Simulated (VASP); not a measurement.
# GaN (F-43m) in VASP: further runs

GaN is run at these levels: PBE; tasks: single point.

Everything below comes from runs of VASP 6.6.1. Logs are shortened: lines on timing, memory, paths and dates and some standing lists are left out, and cuts for length are marked.

## Step 1: The cell of the first run

Symmetry: F-43m, No. 216, cubic system. Conventional cell: a = 4.638 Å, b = 4.638 Å, c = 4.638 Å, α = 90.00°, β = 90.00°, γ = 90.00°. Within 2.7 Å of Ga (site symmetry -43m) lie 4 N at 2.01 Å. Within 2.7 Å of N (site symmetry -43m) lie 4 Ga at 2.01 Å.

## Step 2: Single point, PBE (volume scaled by 1.06)

The input, INCAR:

```
SYSTEM = GaN
ALGO = Normal ; EDIFF = 1E-6
ENCUT = 520 ; GGA = PE
ISIF = 2 ; ISMEAR = 0
LASPH = .TRUE. ; LCHARG = .FALSE.
LREAL = .FALSE. ; LWAVE = .FALSE.
NBANDS = 16 ; NELM = 100
PREC = Accurate ; SIGMA = 0.02
```

The input, KPOINTS:

```
k-points
0
G
  10 10 10
  0 0 0
```

The input, POSCAR:

```
GaN
1.0
    0.0000000000      2.3188427311      2.3188427311
    2.3188427311      0.0000000000      2.3188427311
    2.3188427311      2.3188427311      0.0000000000
Ga N
1 1
Direct
    0.0000000000      0.0000000000      0.0000000000
    0.7500000000      0.7500000000      0.7500000000
```

Potentials or basis: VASP PAW PBE potentials, release 64 (Ga_d, N).

Started as:

```sh
> cat potpaw_PBE.64/Ga_d/POTCAR potpaw_PBE.64/N/POTCAR > POTCAR
> mpirun -np 1 vasp_std > vasp.out
```

OUTCAR:

```text
SYSTEM = GaN
   EDIFF = 1E-6
   ENCUT = 520
   GGA = PE
   ISIF = 2
   ISMEAR = 0
   LASPH = .TRUE.
   LREAL = .FALSE.
   NELM = 100
   PREC = Accurate

 ion  position               nearest neighbor table
   1  0.000  0.000  0.000-   2 2.01   2 2.01   2 2.01   2 2.01
   2  0.750  0.750  0.750-   1 2.01   1 2.01   1 2.01   1 2.01

  LATTYP: Found a face centered cubic cell.
 ALAT       =     4.6376854622

  Lattice vectors:

 A1 = (   0.0000000000,   2.3188427311,   2.3188427311)
 A2 = (   2.3188427311,   0.0000000000,   2.3188427311)
 A3 = (   2.3188427311,   2.3188427311,   0.0000000000)

Analysis of symmetry for initial positions (statically):
=====================================================================
 Subroutine PRICEL returns:
 Original cell was already a primitive cell.

 Routine SETGRP: Setting up the symmetry group for a
 face centered cubic supercell.

 Subroutine GETGRP returns: Found 24 space group operations
 (whereof 24 operations were pure point group operations)
 out of a pool of 48 trial point group operations.

The static configuration has the point symmetry T_d .

Analysis of symmetry for dynamics (positions and initial velocities):
=====================================================================
 Subroutine PRICEL returns:
 Original cell was already a primitive cell.

 Routine SETGRP: Setting up the symmetry group for a
 face centered cubic supercell.

 Subroutine GETGRP returns: Found 24 space group operations
 (whereof 24 operations were pure point group operations)
 out of a pool of 48 trial point group operations.

The dynamic configuration has the point symmetry T_d .

 Subroutine INISYM returns: Found 24 space group operations
 (whereof 24 operations are pure point group operations),
 and found     1 'primitive' translations

----------------------------------------------------------------------------------------

                                     Primitive cell

  volume of cell :      24.9370

  direct lattice vectors                    reciprocal lattice vectors
     0.000000000  2.318842731  2.318842731    -0.215624800  0.215624800  0.215624800
     2.318842731  0.000000000  2.318842731     0.215624800 -0.215624800  0.215624800
     2.318842731  2.318842731  0.000000000     0.215624800  0.215624800 -0.215624800

  length of vectors
     3.279338839  3.279338839  3.279338839     0.373473109  0.373473109  0.373473109

  position of ions in fractional coordinates (direct lattice)
     0.000000000  0.000000000  0.000000000
     0.750000000  0.750000000  0.750000000

  ion indices of the primitive-cell ions
   primitive index   ion index
                 1           1
                 2           2

----------------------------------------------------------------------------------------

 KPOINTS: k-points

Automatic generation of k-mesh.
 Grid dimensions read from file:
 generate k-points for:   10   10   10

 Generating k-lattice:

  Cartesian coordinates                     Fractional coordinates (reciprocal lattice)
    -0.021562480  0.021562480  0.021562480     0.100000000  0.000000000  0.000000000
     0.021562480 -0.021562480  0.021562480     0.000000000  0.100000000  0.000000000
     0.021562480  0.021562480 -0.021562480     0.000000000  0.000000000  0.100000000

  Length of vectors
     0.037347311  0.037347311  0.037347311

  Shift w.r.t. Gamma in fractional coordinates (k-lattice)
     0.000000000  0.000000000  0.000000000

 Subroutine IBZKPT returns following result:
 ===========================================

 Found     47 irreducible k-points:

 Following reciprocal coordinates:
            Coordinates               Weight
  0.000000  0.000000  0.000000      1.000000
  0.100000  0.000000  0.000000      8.000000
  0.200000  0.000000  0.000000      8.000000
  0.300000  0.000000  0.000000      8.000000
  0.400000  0.000000  0.000000      8.000000
  0.500000  0.000000  0.000000      4.000000
[... 16 lines left out ...]
  0.300000  0.300000  0.000000      6.000000
  0.400000  0.300000  0.000000     24.000000
 [... further k-points ...]
   k-points           NKPTS =     47   k-points in BZ     NKDIM =     47   number of bands    NBANDS=     16
   number of dos      NEDOS =    301   number of ions     NIONS =      2
   total plane-waves  NPLWV =  13824
   dimension x,y,z NGX =    24 NGY =   24 NGZ =   24
   dimension x,y,z NGXF=    48 NGYF=   48 NGZF=   48
   ions per type =               1   1
   NGX,Y,Z   is equivalent  to a cutoff of  12.17, 12.17, 12.17 a.u.
   NGXF,Y,Z  is equivalent  to a cutoff of  24.33, 24.33, 24.33 a.u.
 SYSTEM =  GaN
   PREC   = accura    normal or accurate (medium, high low for compatibility)
   ISTART =      0    job   : 0-new  1-cont  2-samecut
   ICHARG =      2    charge: 1-file 2-atom 10-const
   ISPIN  =      1    spin polarized calculation?
   LNONCOLLINEAR =      F non collinear calculations
   LSORBIT =      F    spin-orbit coupling
   LASPH  =      T    aspherical Exc in radial PAW
   ENCUT  =  520.0 eV  38.22 Ry    6.18 a.u.   6.10  6.10  6.10*2*pi/ulx,y,z
   NELM   =    100;   NELMIN=  2; NELMDL= -5     # of ELM steps
   EDIFF  = 0.1E-05   stopping-criterion for ELM
   LREAL  =      F    real-space projection
   EDIFFG = 0.1E-04   stopping-criterion for IOM
   NSW    =      0    number of steps for IOM
   IBRION =     -1    ionic relax: 0-MD 1-quasi-New 2-CG
   NFREE  =      0    steps in history (QN), initial steepest desc. (CG)
   ISIF   =      2    stress and relaxation
   ISYM   =      2    0-nonsym 1-usesym 2-fastsym
   POTIM  = 0.5000    time-step for ionic-motion
   TEBEG  =    0.0;   TEEND  =   0.0 temperature during run
   PSTRESS=    0.0 pullay stress
   NELECT =      18.0000    total number of electrons
   NUPDOWN=      -1.0000    fix difference up-down
   EMIN   =  10.00;   EMAX   =-10.00  energy-range for DOS
   EFERMI =   0.00;   METHOD = LEGACY
   ISMEAR =     0;   SIGMA  =   0.02  broadening in eV -4-tet -1-fermi 0-gaus
   EFERMI_NEDOS =   21; number of points for ismear=-14 and -15
   IALGO  =     38    algorithm
   IMIX   =      4    mixing-type and parameters
     AMIX     =   0.40;   BMIX     =  1.00
     AMIX_MAG =   1.60;   BMIX_MAG =  1.00
  volume/ion in A,a.u.               =      12.47        84.14
  Fermi-wavevector in a.u.,A,eV,Ry     =   1.468535  2.775129 29.342267  2.156596
  Thomas-Fermi vector in A             =   2.584021
   LORBIT       =      0    0 simple, 1 ext, 2 COOP (PROOUT), +10 PAW based schemes
   GGA     = PE    functional components
   LHFCALC =     F    Hartree Fock is set to
   AEXX    =    0.0000 exact exchange contribution
   IVDW    =     0    specifies the selected vdW correction
   LEPSILON=     F    determine dielectric tensor
   LRPA    =     F    only Hartree local field effects (RPA)
 non-spin polarized calculation
 Gauss-broadening in eV      SIGMA  =   0.02
  energy-cutoff  :      520.00
  volume of cell :       24.94
 maximum number of plane-waves:       692
   NGX = 13   NGY = 13   NGZ = 13

 number of electron      18.0000005 magnetization

 Free energy of the ion-electron system (eV)
  ---------------------------------------------------
  ext. energy  EPLUGINS =         0.00000000
  ---------------------------------------------------
  free energy    TOTEN  =       -12.11452312 eV

  energy without entropy =      -12.11452312  energy(sigma->0) =      -12.11452312

 E-fermi :   4.5560     XC(G=0): -11.2158

 val. band max:        4.3917527631   @ k =   0.0000   0.0000   0.0000
 cond. band min:       5.5649637858   @ k =   0.0000   0.0000   0.0000
 fundamental gap:      1.1732110227
 Fermi energy:         4.5560304305

 k-point     1 :       0.0000    0.0000    0.0000
  band No.  band energies     occupation
      1     -10.8481      2.00000
      2      -9.0097      2.00000
      3      -9.0097      2.00000
      4      -9.0097      2.00000
      5      -8.7676      2.00000
      6      -8.7676      2.00000
[... 8 lines left out ...]
     15      22.6019      0.00000
     16      22.6019      0.00000

 k-point     2 :       0.1000    0.0000    0.0000
  band No.  band energies     occupation
      1     -10.7594      2.00000
      2      -8.9992      2.00000
      3      -8.9992      2.00000
      4      -8.9632      2.00000
      5      -8.7684      2.00000
      6      -8.7684      2.00000
[... 8 lines left out ...]
     15      21.3636      0.00000
     16      21.3636      0.00000

 k-point     3 :       0.2000    0.0000    0.0000
  band No.  band energies     occupation
      1     -10.5492      2.00000
      2      -8.9749      2.00000
      3      -8.9749      2.00000
      4      -8.7776      2.00000
      5      -8.7672      2.00000
      6      -8.7672      2.00000
[... 8 lines left out ...]
     15      20.6237      0.00000
     16      20.6237      0.00000

 k-point     4 :       0.3000    0.0000    0.0000
  band No.  band energies     occupation
      1     -10.3540      2.00000
      2      -8.9534      2.00000
      3      -8.9534      2.00000
      4      -8.7564      2.00000
      5      -8.7564      2.00000
      6      -8.3649      2.00000
[... 8 lines left out ...]
     15      21.0036      0.00000
     16      21.0036      0.00000

 k-point     5 :       0.4000    0.0000    0.0000
  band No.  band energies     occupation
      1     -10.2550      2.00000
      2      -8.9442      2.00000
      3      -8.9442      2.00000
      4      -8.7389      2.00000
      5      -8.7389      2.00000
      6      -7.8029      2.00000
[... 8 lines left out ...]
     15      22.2052      0.00000
     16      22.2052      0.00000

 k-point     6 :       0.5000    0.0000    0.0000
  band No.  band energies     occupation
      1     -10.2293      2.00000
      2      -8.9425      2.00000
      3      -8.9425      2.00000
      4      -8.7303      2.00000
      5      -8.7303      2.00000
      6      -7.5016      2.00000
[... 8 lines left out ...]
     15      23.0517      0.00000
     16      23.0517      0.00000

 k-point     7 :       0.1000    0.1000    0.0000
  band No.  band energies     occupation
      1     -10.7305      2.00000
      2      -8.9896      2.00000
      3      -8.9896      2.00000
      4      -8.9605      2.00000
      5      -8.7746      2.00000
      6      -8.7618      2.00000
[... 8 lines left out ...]
     15      22.1670      0.00000
     16      23.2527      0.00000

 k-point     8 :       0.2000    0.1000    0.0000
  band No.  band energies     occupation
      1     -10.5631      2.00000
      2      -8.9723      2.00000
      3      -8.9643      2.00000
      4      -8.8444      2.00000
      5      -8.7578      2.00000
      6      -8.7560      2.00000
[... 8 lines left out ...]
     15      22.2249      0.00000
     16      22.4482      0.00000

 k-point     9 :       0.3000    0.1000    0.0000
  band No.  band energies     occupation
      1     -10.3705      2.00000
      2      -8.9535      2.00000
      3      -8.9397      2.00000
      4      -8.7948      2.00000
      5      -8.7459      2.00000
      6      -8.4542      2.00000
[... 8 lines left out ...]
     15      21.4532      0.00000
     16      22.3624      0.00000
[... 172 lines left out ...]
 k-point    19 :       0.5000    0.2000    0.0000
  band No.  band energies     occupation
      1     -10.1787      2.00000
      2      -8.9275      2.00000
      3      -8.8830      2.00000
      4      -8.7951      2.00000
      5      -8.7272      2.00000
      6      -7.3845      2.00000
[... 8 lines left out ...]
     15      23.6997      0.00000
     16      23.9997      0.00000

 k-point    20 :      -0.4000    0.2000    0.0000
  band No.  band energies     occupation
      1     -10.1753      2.00000
      2      -8.9322      2.00000
      3      -8.8876      2.00000
      4      -8.7726      2.00000
      5      -8.7456      2.00000
      6      -7.2837      2.00000
[... 8 lines left out ...]
     15      22.2155      0.00000
     16      23.7090      0.00000

 k-point    21 :      -0.3000    0.2000    0.0000
  band No.  band energies     occupation
      1     -10.2082      2.00000
      2      -8.9342      2.00000
      3      -8.9014      2.00000
      4      -8.7715      2.00000
      5      -8.7647      2.00000
      6      -7.6785      2.00000
[... 8 lines left out ...]
     15      20.7740      0.00000
     16      23.9878      0.00000

 k-point    22 :      -0.2000    0.2000    0.0000
  band No.  band energies     occupation
      1     -10.2947      2.00000
      2      -8.9400      2.00000
      3      -8.9296      2.00000
      4      -8.7837      2.00000
      5      -8.7671      2.00000
      6      -8.2040      2.00000
[... 8 lines left out ...]
     15      20.9072      0.00000
     16      23.8904      0.00000

 k-point    23 :       0.3000    0.3000    0.0000
  band No.  band energies     occupation
      1     -10.2412      2.00000
      2      -8.8816      2.00000
      3      -8.8636      2.00000
      4      -8.8636      2.00000
      5      -8.7282      2.00000
      6      -8.1622      2.00000
[... 8 lines left out ...]
     15      25.4346      0.00000
     16      25.6021      0.00000

 k-point    24 :       0.4000    0.3000    0.0000
  band No.  band energies     occupation
      1     -10.1794      2.00000
      2      -8.8995      2.00000
      3      -8.8373      2.00000
      4      -8.8369      2.00000
      5      -8.7202      2.00000
      6      -7.7308      2.00000
[... 8 lines left out ...]
     15      25.3120      0.00000
     16      25.8967      0.00000

 [... further k-points ...]
[... 5 lines left out ...]
  --------------------------------------------------------------------------------------
  -------------------------------------------------------------------------------------
  Total       -1.3409797     -1.3409797     -1.3409797      0.0000000      0.0000000     -0.0000000
  in kB      -86.1566673    -86.1566673    -86.1566673      0.0000000      0.0000000     -0.0000000
  external PRESSURE =     -86.1566673 kB  Pullay stress =       0.0000000 kB

 VOLUME and BASIS-vectors are now :
 -----------------------------------------------------------------------------
  energy-cutoff  :      520.00
  volume of cell :       24.94
      direct lattice vectors                 reciprocal lattice vectors
     0.000000000  2.318842731  2.318842731    -0.215624800  0.215624800  0.215624800
     2.318842731  0.000000000  2.318842731     0.215624800 -0.215624800  0.215624800
     2.318842731  2.318842731  0.000000000     0.215624800  0.215624800 -0.215624800

 POSITION                                       TOTAL-FORCE (eV/Angst)
 -----------------------------------------------------------------------------------
      0.00000      0.00000      0.00000        -0.000000     -0.000000     -0.000000
      3.47826      3.47826      3.47826         0.000000      0.000000      0.000000
 -----------------------------------------------------------------------------------
    total drift:                               -0.000001     -0.000001     -0.000001

  FREE ENERGIE OF THE ION-ELECTRON SYSTEM (eV)
  ---------------------------------------------------
  free  energy   TOTEN  =       -12.1145231247 eV

  energy  without entropy=      -12.1145231247  energy(sigma->0) =      -12.11452312
```

Wall time 5.8 s (1 thread of Intel Xeon 6975P-C (Granite Rapids), shared host); peak memory 0.14 GiB.

Results:

```
Free energy            : -12.1145 eV
Pressure               : -8.6 GPa
Band gap on the k mesh : 1.17 eV, direct
```

## Step 3: Single point, PBE (volume scaled by 1.10)

The input, INCAR:

```
SYSTEM = GaN
ALGO = Normal ; EDIFF = 1E-6
ENCUT = 520 ; GGA = PE
ISIF = 2 ; ISMEAR = 0
LASPH = .TRUE. ; LCHARG = .TRUE.
LELF = .TRUE. ; LREAL = .FALSE.
LVHAR = .TRUE. ; LWAVE = .FALSE.
NBANDS = 16 ; NELM = 100
PREC = Accurate ; SIGMA = 0.02
```

KPOINTS is that of step 2.

The input, POSCAR:

```
GaN
1.0
    0.0000000000      2.3476511765      2.3476511765
    2.3476511765      0.0000000000      2.3476511765
    2.3476511765      2.3476511765      0.0000000000
Ga N
1 1
Direct
    0.0000000000      0.0000000000      0.0000000000
    0.7500000000      0.7500000000      0.7500000000
```

Potentials or basis: VASP PAW PBE potentials, release 64 (Ga_d, N).

Started as:

```sh
> cat potpaw_PBE.64/Ga_d/POTCAR potpaw_PBE.64/N/POTCAR > POTCAR
> mpirun -np 1 vasp_std > vasp.out
```

It took 12 s on 1 thread of Intel Xeon 6975P-C (Granite Rapids), shared host; peak memory 0.16 GiB.

It converged, with:

- Free energy: -12.0508 eV
- Pressure: -13.1 GPa
- Band gap on the k mesh: 0.94 eV, direct

Levels at points of the mesh, in eV from the valence-band top:
```csv
k point,band 6,band 7,band 8,band 9,band 10,band 11,band 12,band 13
"(0.00, 0.00, 0.00)",-13.19,0.00,0.00,0.00,0.94,9.54,9.54,9.54
"(0.50, 0.00, 0.00)",-11.90,-6.29,-0.83,-0.83,3.81,8.10,9.72,9.72
"(0.50, 0.50, 0.00)",-11.46,-5.65,-2.30,-2.30,3.31,5.91,10.91,12.69
```
